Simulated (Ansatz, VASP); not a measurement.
# SiO2 in VASP and in Ansatz

Contents of POSCAR:

```
SiO2
1.0
    5.0657422600      0.0000000000      0.0000000000
   -2.5328711300      4.3870658100      0.0000000000
    0.0000000000      0.0000000000      5.5329000500
Si O
3 6
Direct
    0.5000000000      0.0000000000      0.0000000000
    0.5000000000      0.5000000000      0.3333300000
    0.0000000000      0.5000000000      0.6666700000
    0.4157000000      0.2078500000      0.1666700000
    0.2078500000      0.4157000000      0.5000000000
    0.7921500000      0.2078500000      0.8333400000
    0.5843000000      0.7921500000      0.1666700000
    0.7921500000      0.5843000000      0.5000000000
    0.2078500000      0.7921500000      0.8333400000
```

Contents of INCAR.step1:

```
PREC = Accurate
ENCUT = 520
ISMEAR = -1
SIGMA = 0.1
LREAL = F
LASPH = T
NELM = 100
NBANDS = 34
GGA = PE
ALGO = Normal
EDIFF = 1E-4
LWAVE = T
LCHARG = F
```

INCAR.step2

```
PREC = Accurate
ENCUT = 520
EDIFF = 1E-6
ISMEAR = -1
SIGMA = 0.1
LREAL = F
LASPH = T
NELM = 100
ALGO = Normal
ISIF = 2
LWAVE = F
LCHARG = F
METAGGA = R2SCAN
LMIXTAU = T
NBANDS = 34
ISTART = 1
```

The input KPOINTS:

```
Automatic mesh
0
Gamma
  6 6 5
```

Input for Ansatz:

```yaml
crystal:
  lattice:
    - [5.06574226, 0.0, 0.0]
    - [-2.53287113, 4.38706581, 0.0]
    - [0.0, 0.0, 5.53290005]
  atoms:
    - { symbol: Si, position: [0.5, 0.0, 0.0] }
    - { symbol: Si, position: [0.5, 0.5, 0.33333] }
    - { symbol: Si, position: [0.0, 0.5, 0.66667] }
    - { symbol: O, position: [0.4157, 0.20785, 0.16667] }
    - { symbol: O, position: [0.20785, 0.4157, 0.5] }
    - { symbol: O, position: [0.79215, 0.20785, 0.83334] }
    - { symbol: O, position: [0.5843, 0.79215, 0.16667] }
    - { symbol: O, position: [0.79215, 0.5843, 0.5] }
    - { symbol: O, position: [0.20785, 0.79215, 0.83334] }
  symmetry: { tolerance: 0.0003 }
kpoints:
  mp_grid: { grid: [6, 6, 5], shift: [0, 0, 0] }
  band_path:
    path:
      - [0.0, 0.0, 0.0]
      - [0.5, 0.0, 0.0]
      - [0.33333333, 0.33333333, 0.0]
      - [0.0, 0.0, 0.0]
      - [0.0, 0.0, 0.5]
      - [0.5, 0.0, 0.5]
      - [0.33333333, 0.33333333, 0.5]
      - [0.0, 0.0, 0.5]
      - [0.5, 0.0, 0.5]
      - [0.5, 0.0, 0.0]
      - [0.33333333, 0.33333333, 0.5]
    npoints: 6
magnetization:
  spin_polarized: false
scf:
  occupations: { method: fermi_dirac }
  lower_state_search: "off"
  max_iter: 200
hamiltonian:
  pseudopotentials: { kind: paw }
  xc: r2scan
basis:
  ecutwfc: 500
  fft_grid_basis: typed
output:
  forces: true
  stress: true
  eigenvalues: true
  bader: true
  populations: true
  elf: true
  write_potential: true
  volumetric_format: npy
  dos:
    e_range: [-12, 8]
    de: 0.05
    projected: { site_lists: { O: [O], Si: [Si] } }
checkpoint:
  read: saved_state
```

Alike in both runs: task single point; functional r2SCAN; k mesh 6 × 6 × 5; no spin polarisation.

|  | VASP | Ansatz |
| --- | --- | --- |
| version | VASP 6.6.1 | Ansatz 0.2.0 |
| potentials or method | VASP PAW PBE potentials, release 64 (Si, O), cutoff 520 eV | PAW plane waves |
| occupations | fermi-dirac, width 0.1 eV | fermi-dirac |
| valence electrons in the cell | 48 | 48 |

```tsv
	VASP	Ansatz	Ansatz less VASP
gap on the k mesh at the Fermi level (eV)	6.28	6.28	+0.003
pressure (GPa)	-0.2	-0.4	-0.18
traceless stress, the component that is largest in VASP (GPa)	0.20	0.17	-0.033
rms of the force components (eV/Å)	0.030	0.024	-0.0054
```

VASP's potentials were made for PBE, not for r2SCAN. Atom by atom the forces differ by 0.005 eV/Å (rms over components). Ansatz's warnings: structure snapped to symmetry.
